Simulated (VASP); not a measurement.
# Zn3Se (P6_3/mmc) in VASP: further runs, part 2 of 2

VASP 6.6.1. The steps go on from the part before.

## 4. Single point, PBE

This run uses another cell than the first one, of 19.30 Å³/atom.

INCAR

```
SYSTEM = Zn3Se
PREC = Accurate ; ENCUT = 520
EDIFF = 1E-6 ; ISMEAR = 0
SIGMA = 0.1 ; LREAL = .False.
LASPH = .True. ; NELM = 60
ALGO = Normal ; ISIF = 2
LWAVE = .False. ; LCHARG = .True.
GGA = PE ; LELF = .True.
LVHAR = .True. ; NBANDS = 52
```

KPOINTS

```
Automatic mesh
0
Gamma
  6 6 10
  0 0 0
```

POSCAR

```
Zn3Se
1.0
    7.0404503593      0.0000000000      0.0000000000
   -3.5202251796      6.0972088652      0.0000000000
    0.0000000000      0.0000000000      3.5969482507
Zn Se
6 2
Direct
    0.8372490548      0.6744981096      0.2500000000
    0.1627509452      0.8372490548      0.7500000000
    0.3255018904      0.1627509452      0.2500000000
    0.1627509452      0.3255018904      0.7500000000
    0.8372490548      0.1627509452      0.2500000000
    0.6744981096      0.8372490548      0.7500000000
    0.3333333333      0.6666666667      0.2500000000
    0.6666666667      0.3333333333      0.7500000000
```

Potentials or basis: VASP PAW PBE potentials, release 64 (Zn, Se).

Command:

```console
$ cat potpaw_PBE.64/Zn/POTCAR potpaw_PBE.64/Se/POTCAR > POTCAR
$ mpirun -np 1 vasp_std > vasp.out
```

OUTCAR:

```text
SYSTEM = Zn3Se
   PREC = Accurate
   ENCUT = 520
   EDIFF = 1E-6
   ISMEAR = 0
   LREAL = .False.
   LASPH = .True.
   NELM = 60
   ISIF = 2
   GGA = PE

 ion  position               nearest neighbor table
   1  0.837  0.674  0.250-   6 2.68   6 2.68   2 2.68   2 2.68   8 2.75   8 2.75
   2  0.163  0.837  0.750-   3 2.68   3 2.68   1 2.68   1 2.68   7 2.75   7 2.75
   3  0.326  0.163  0.250-   2 2.68   2 2.68   4 2.68   4 2.68   8 2.75   8 2.75
   4  0.163  0.326  0.750-   3 2.68   3 2.68   5 2.68   5 2.68   7 2.75   7 2.75
   5  0.837  0.163  0.250-   6 2.68   6 2.68   4 2.68   4 2.68   8 2.75   8 2.75
   6  0.674  0.837  0.750-   5 2.68   5 2.68   1 2.68   1 2.68   7 2.75   7 2.75
   7  0.333  0.667  0.250-   2 2.75   2 2.75   4 2.75   4 2.75   6 2.75   6 2.75
   8  0.667  0.333  0.750-   5 2.75   5 2.75   1 2.75   1 2.75   3 2.75   3 2.75

  LATTYP: Found a hexagonal cell.
 ALAT       =     7.0404503593
 C/A-ratio  =     0.5108974664

  Lattice vectors:

 A1 = (   7.0404503593,   0.0000000000,   0.0000000000)
 A2 = (  -3.5202251796,   6.0972088652,   0.0000000000)
 A3 = (   0.0000000000,   0.0000000000,   3.5969482507)

[... 196 lines left out ...]
 k-point     1 :       0.0000    0.0000    0.0000
  band No.  band energies     occupation
      1     -11.0978      2.00000
      2     -10.6402      2.00000
      3      -4.9314      2.00000
      4      -4.9314      2.00000
      5      -4.9149      2.00000
      6      -4.9149      2.00000
[... 1309 lines left out ...]
     51       7.7733      0.00000
     52       8.6935      0.00000

 [... further k-points ...]

------------------------ aborting loop because EDIFF is reached ----------------------------------------

  FORCE on cell =-STRESS in cart. coord.  units (eV):
  Direction    XX          YY          ZZ          XY          YZ          ZX
  --------------------------------------------------------------------------------------
  -------------------------------------------------------------------------------------
  Total        0.1429119      0.1429119      0.1738181      0.0000000      0.0000000      0.0000000
  in kB        1.4829049      1.4829049      1.8035987      0.0000000      0.0000000      0.0000000
  external PRESSURE =       1.5898029 kB  Pullay stress =       0.0000000 kB

 VOLUME and BASIS-vectors are now :
 -----------------------------------------------------------------------------
  energy-cutoff  :      520.00
  volume of cell :      154.41
      direct lattice vectors                 reciprocal lattice vectors
     7.040450359  0.000000000  0.000000000     0.142036368  0.082004735  0.000000000
    -3.520225180  6.097208865  0.000000000     0.000000000  0.164009471  0.000000000
     0.000000000  0.000000000  3.596948251     0.000000000  0.000000000  0.278013452

 POSITION                                       TOTAL-FORCE (eV/Angst)
 -----------------------------------------------------------------------------------
      3.52023      4.11256      0.89924        -0.000000     -0.001349     -0.000000
     -1.80147      5.10488      2.69771         0.001168     -0.000675     -0.000000
      1.71876      0.99233      0.89924         0.001168      0.000675      0.000000
      0.00000      1.98465      2.69771         0.000000      0.001349      0.000000
      5.32169      0.99233      0.89924        -0.001168      0.000675      0.000000
      1.80147      5.10488      2.69771        -0.001168     -0.000675      0.000000
     -0.00000      4.06481      0.89924        -0.000000      0.000000      0.000000
      3.52023      2.03240      2.69771        -0.000000      0.000000      0.000000
 -----------------------------------------------------------------------------------
    total drift:                                0.000000     -0.000000      0.000000

  FREE ENERGIE OF THE ION-ELECTRON SYSTEM (eV)
  ---------------------------------------------------
  free  energy   TOTEN  =       -13.3589511908 eV

  energy  without entropy=      -13.3494595382  energy(sigma->0) =      -13.35420536
```

OSZICAR:

```text
N       E                     dE             d eps       ncg     rms          rms(c)
DAV:   1     0.632522835681E+03    0.63252E+03   -0.39173E+04  4368   0.217E+03
DAV:   2     0.573567899970E+02   -0.57517E+03   -0.55710E+03  4368   0.467E+02
DAV:   3    -0.112723201017E+02   -0.68629E+02   -0.66664E+02  4776   0.149E+02
DAV:   4    -0.142926458270E+02   -0.30203E+01   -0.29968E+01  4836   0.289E+01
DAV:   5    -0.143196648909E+02   -0.27019E-01   -0.27000E-01  4788   0.254E+00    0.726E+00
DAV:   6    -0.133749336754E+02    0.94473E+00   -0.28548E+00  5352   0.235E+01    0.552E+00
DAV:   7    -0.133717865841E+02    0.31471E-02   -0.87676E-01  4644   0.477E+00    0.255E+00
DAV:   8    -0.133601514035E+02    0.11635E-01   -0.22349E-02  4712   0.101E+00    0.723E-01
DAV:   9    -0.133588748004E+02    0.12766E-02   -0.70196E-03  4892   0.673E-01    0.105E-01
DAV:  10    -0.133589218776E+02   -0.47077E-04   -0.76196E-04  4772   0.174E-01    0.553E-02
DAV:  11    -0.133589485665E+02   -0.26689E-04   -0.79843E-05  4620   0.462E-02    0.169E-02
DAV:  12    -0.133589516628E+02   -0.30964E-05   -0.10018E-05  4952   0.282E-02    0.443E-03
DAV:  13    -0.133589511908E+02    0.47198E-06   -0.15178E-06  2780   0.111E-02
   1 F= -.13358951E+02 E0= -.13354205E+02  d E =-.949165E-02
```

stdout:

```text
POSCAR found type information on POSCAR ZnSe
 POSCAR found :  2 types and       8 ions
 scaLAPACK will be used
 LDA part: xc-table for (Slater+PW92), standard interpolation
 POSCAR, INCAR and KPOINTS ok, starting setup
 FFT: planning ... GRIDC
 FFT: planning ... GRID_SOFT
 FFT: planning ... GRID
 WAVECAR not read
 entering main loop
```

Run time: 5.2 min. Hardware: 1 thread of Intel Xeon Platinum 8488C (Sapphire Rapids), shared host; peak memory 0.42 GiB.

Results:

| Item | Value |
| --- | --- |
| Free energy | -13.3590 eV |
| Pressure | 0.2 GPa |
| Band gap on the k mesh | zero (bands 42 and 43 overlap by 3.17 eV) |

## 5. Summary

```tsv
cell	k mesh	gap on the mesh (eV)	pressure (GPa)
a = 6.063, b = 6.063, c = 4.894 Å, angles 90.0, 90.0, 120.0°, 8 atoms, atomic positions A	3 × 3 × 4	none	-3.5
a = 6.945, b = 6.945, c = 3.668 Å, angles 90.0, 90.0, 120.0°, 8 atoms, atomic positions B	6 × 6 × 8	none	0.2
a = 7.040, b = 7.040, c = 3.597 Å, angles 90.0, 90.0, 120.0°, 8 atoms, atomic positions C	6 × 6 × 10	none	0.2
```

Alike in all rows: task single point; level PBE; potentials or basis VASP PAW PBE potentials, release 64 (Zn, Se); no spin polarisation; cutoff (eV) 520; smearing gaussian 0.1 eV.

Caveats: some runs use coarse meshes.

Total energies depend on the potentials used, so only differences within one code and one set of settings carry meaning.
